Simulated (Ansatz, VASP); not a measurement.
ZnSe in VASP and in Ansatz

```xyz
2
Lattice="0.0000 2.8324 2.8324 2.8324 0.0000 2.8324 2.8324 2.8324 0.0000" Properties=species:S:1:pos:R:3 pbc="T T T"
Zn    0.0000    0.0000    0.0000
Se    1.4162    1.4162    1.4162
```

Alike in both runs: task single point; functional LDA; k mesh 6 × 6 × 6; occupations gaussian, width 0.1 eV; no spin polarisation.

```csv
,VASP,Ansatz
version,VASP 6.6.1,Ansatz 0.2.0
potentials or method,"VASP PAW LDA potentials, release 64 (Zn, Se), cutoff 520 eV","scalar-relativistic, plane waves, PAW"
valence electrons in the cell,18,28
```

|  | VASP | Ansatz | Ansatz less VASP |
| --- | --- | --- | --- |
| gap on the k mesh at the Fermi level (eV) | 1.07 | 1.03 | -0.040 |
| least direct gap on the mesh (eV) | 1.07 | 1.03 | -0.040 |
| pressure (GPa) | -3.0 | -3.3 | -0.31 |

Ansatz warns that its potentials were made for another functional, while VASP's fit it. LDA's correlation is that of Perdew and Zunger in VASP and of Perdew and Wang (1992) in Ansatz. VASP's potentials hold 18 valence electrons a cell and Ansatz's 28, so a difference there can come from the potentials and not from the codes.
